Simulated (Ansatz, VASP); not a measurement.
**TlBr: VASP beside Ansatz**

```
Tl Br
1.0
     4.05275    0.00000    0.00000
     0.00000    4.05275    0.00000
     0.00000    0.00000    4.05275
Tl Br
1 1
Direct
  0.00000 0.00000 0.00000
  0.50000 0.50000 0.50000
```

Alike in both runs: task relaxation of cell and atoms; functional PBE; k mesh 7 × 7 × 7; occupations fermi-dirac, width 0.02 eV; non-collinear spin, spin-orbit coupling.

```csv
,VASP,Ansatz
version,VASP 6.6.1,Ansatz 0.2.0
potentials or method,"VASP PAW PBE potentials, release 64 (Tl_d, Br), cutoff 500 eV",all-electron LAPW
```

```tsv
	VASP	Ansatz	Ansatz less VASP
net moment per atom (μB)	0.00	0.00	0.000
relaxed volume (Å³/atom)	33.05	33.02	-0.036
relaxed cell length with the largest relative difference (Å)	4.043	4.042	-0.0015
```

Ansatz ran all-electron here, and VASP with PAW potentials.
